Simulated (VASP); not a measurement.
Set up this calculation in VASP 6.6.1, as the native input.

```yaml
Task: electric field gradients
Functional: PBE
Potentials_or_basis: VASP PAW PBE potentials, release 64 (Si, O)
Cutoff: 520 eV
k_mesh: 6 × 6 × 9
Occupations: fermi-dirac, width 0.03 eV
Spin: no spin polarisation
Dipole_correction: no
Further_INCAR_settings: ALGO = Normal; EDIFF = 1e-08; NBANDS = 25
```

The structure of SiO2 lies in POSCAR:

```
SiO2
1.0
    4.1236052368      0.0000000000      0.0000000000
    0.0000000000      4.1236052368      0.0000000000
    0.0000000000      0.0000000000      2.6317442288
Si O
2 4
Direct
    0.0000000000      0.0000000000      0.0000000000
    0.5000000000      0.5000000000      0.5000000000
    0.3067000000      0.3067000000      0.0000000000
    0.1933000000      0.8067000000      0.5000000000
    0.6933000000      0.6933000000      0.0000000000
    0.8067000000      0.1933000000      0.5000000000
```

This cell differs from its parent crystal: volume scaled by 0.96.

The input as run:

INCAR

```
ALGO = Normal
EDIFF = 1E-8
ENCUT = 520
GGA = PE
ISIF = 2
ISMEAR = -1
LASPH = True
LCHARG = False
LEFG = True
LREAL = False
LWAVE = False
NBANDS = 25
NELM = 100
PREC = Accurate
SIGMA = 0.03
```

KPOINTS

```
k-points
0
Gamma
  6 6 9
```

Potentials or basis: VASP PAW PBE potentials, release 64 (Si, O).

The run is started by

```console
$ cat potpaw_PBE.64/Si/POTCAR potpaw_PBE.64/O/POTCAR > POTCAR
$ mpirun -np 1 vasp_std > vasp.out
```

It gave:

- Pressure: 26.3 GPa
- Largest force: 0.556 eV/Å
- Band gap on the k mesh: 6.37 eV, direct

Caveat: without QUAD_EFG the Cq values of the log hold for a quadrupole moment of 1 mb, not for the nuclei.

Wall time 22 s on 1 thread of Intel(R) Xeon(R) Platinum 8559C (Emerald Rapids), on a shared host, peak memory 0.17 GiB.
